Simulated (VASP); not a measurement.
Wanted: the native input for a VASP 6.6.1 run.

| Quantity | Value |
| --- | --- |
| Task | single point |
| Functional | r2SCAN0 |
| Potentials or basis | VASP PAW PBE potentials, release 64 (Ge_d) |
| Cutoff | 520 eV |
| k mesh | 6 × 6 × 6 |
| Occupations | fermi-dirac, width 0.05 eV |
| Spin | no spin polarisation |
| Dipole correction | no |
| Grid for exact exchange (PRECFOCK) | Normal |
| Further INCAR settings | ALGO = Normal; EDIFF = 1e-07; NBANDS = 13 |

Crystal: Ge.

```xyz
1
Lattice="-1.5976 1.5976 1.8606 1.5976 -1.5976 1.8606 1.5976 1.5976 -1.8606" Properties=species:S:1:pos:R:3 pbc="T T T"
Ge    0.0000    0.0000    1.8606
```

The input as run:

POSCAR

```
Ge
1.0
   -1.5976249096      1.5976249096      1.8606079433
    1.5976249096     -1.5976249096      1.8606079433
    1.5976249096      1.5976249096     -1.8606079433
Ge
1
Direct
    0.5000000000      0.5000000000      0.0000000000
```

INCAR.step1

```
ALGO = Normal
EDIFF = 1E-5
ENCUT = 520
GGA = PE
ISIF = 2
ISMEAR = -1
LASPH = T
LCHARG = F
LREAL = F
LWAVE = T
NBANDS = 13
NELM = 60
PREC = Accurate
SIGMA = 0.05
```

INCAR.step2

```
AEXX = 0.25
ALGO = Normal
EDIFF = 1E-7
ENCUT = 520
ISIF = 2
ISMEAR = -1
ISTART = 1
LASPH = T
LCHARG = F
LHFCALC = T
LMIXTAU = T
LREAL = F
LWAVE = F
METAGGA = R2SCAN
NBANDS = 13
NELM = 60
PREC = Accurate
PRECFOCK = Normal
SIGMA = 0.05
```

KPOINTS

```
k-points
0
Gamma
  6 6 6
```

Potentials or basis: VASP PAW PBE potentials, release 64 (Ge_d).

The run is started by

```sh
$ cat potpaw_PBE.64/Ge_d/POTCAR > POTCAR
$ cp INCAR.step1 INCAR
$ mpirun -np 1 vasp_std > vasp.out
$ cp INCAR.step2 INCAR
$ mpirun -np 1 vasp_std > vasp.out
```

It gave:

| Item | Value |
| --- | --- |
| Pressure | -1.5 GPa |
| Band gap on the k mesh | zero (band 7 reaches 17.15 eV, above the bottom of band 8 at 2.91 eV) |

Caveat: the k points lie up to 0.46 Å⁻¹ apart; the PAW data sets were made with another functional, which shifts forces and pressure a little.

Wall time 29 min on 1 thread of AMD EPYC 9R14 (Zen 4), on a shared host, peak memory 0.12 GiB.
